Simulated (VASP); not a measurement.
Here is a VASP 6.6.1 calculation.

INCAR

```
ALGO = Normal
EDIFF = 1E-7
ENCUT = 520
GGA = PE
ISIF = 2
ISMEAR = 0
LASPH = True
LCHARG = False
LREAL = False
LWAVE = False
NBANDS = 14
NELM = 100
PREC = Accurate
SIGMA = 0.1
```

Contents of KPOINTS:

```
k-points
0
Gamma
  6 6 6
```

POSCAR

```
Bi
1.0
    3.2462846655      0.0000000000      0.0000000000
    0.0000000000      3.2462846655      0.0000000000
    0.0000000000      0.0000000000      3.2462846655
Bi
1
Direct
    0.0000000000      0.0000000000      0.0000000000
```

Potentials or basis: VASP PAW PBE potentials, release 64 (Bi_d).

Run with:

```bash
$ cat potpaw_PBE.64/Bi_d/POTCAR > POTCAR
$ mpirun -np 1 vasp_std > vasp.out
```

Predict the pressure.

1.5 GPa.
